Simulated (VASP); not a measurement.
Set up this calculation in VASP 6.6.1, as the native input.

| Quantity | Value |
| --- | --- |
| Task | single point |
| Functional | PBE |
| Potentials or basis | VASP PAW PBE potentials, release 64 (Ag, Rh_pv) |
| Cutoff | 520 eV |
| k mesh | 14 × 14 × 7 |
| Occupations | fermi-dirac, width 0.05 eV |
| Spin | collinear spin, ferromagnetic start |
| Starting moments | [0.0, 1.0] μB |
| Dipole correction | no |
| Further INCAR settings | ALGO = Normal; EDIFF = 1e-07; NBANDS = 24 |

The structure of AgRh lies in POSCAR:

```
AgRh
1.0
    2.8672490676      0.0000000000      0.0000000000
   -1.4336245338      2.4831105315      0.0000000000
    0.0000000000      0.0000000000      4.9638242277
Ag Rh
1 1
Direct
    0.0000000000      0.0000000000      0.5000000000
    0.6666666667      0.3333333333      0.0000000000
```

This cell differs from its parent crystal: volume scaled by 1.1.

These files were run (other wordings do the same):

INCAR

```
SYSTEM = AgRh
  PREC = Accurate
  ENCUT = 520
  EDIFF = 1E-7
  ISMEAR = -1
  SIGMA = 0.05
  LREAL = .False.
  LASPH = .True.
  NELM = 150
  ALGO = Normal
  ISIF = 2
  LWAVE = .False.
  LCHARG = .True.
  ISPIN = 2
  MAGMOM = 0 1
  LORBIT = 11
  LMAXMIX = 4
  GGA = PE
  LELF = .True.
  LVHAR = .True.
  NBANDS = 24
```

KPOINTS

```
regular mesh
0
Gamma
  14 14 7
  0 0 0
```

Potentials or basis: VASP PAW PBE potentials, release 64 (Ag, Rh_pv).

Launch:

```sh
$ cat potpaw_PBE.64/Ag/POTCAR potpaw_PBE.64/Rh_pv/POTCAR > POTCAR
$ mpirun -np 1 vasp_std > vasp.out
```

It gave:

```json
{
  "Pressure": "-12.6 GPa",
  "Net moment": "0.51 μB per cell",
  "Site moments": "Ag +0.01; Rh +0.51 μB",
  "Valence electrons inside the program's atomic spheres": "Ag 9.83; Rh 13.52"
}
```

Wall time 3.5 min on 1 thread of Intel Xeon 8259CL (shared host), peak memory 0.27 GiB.
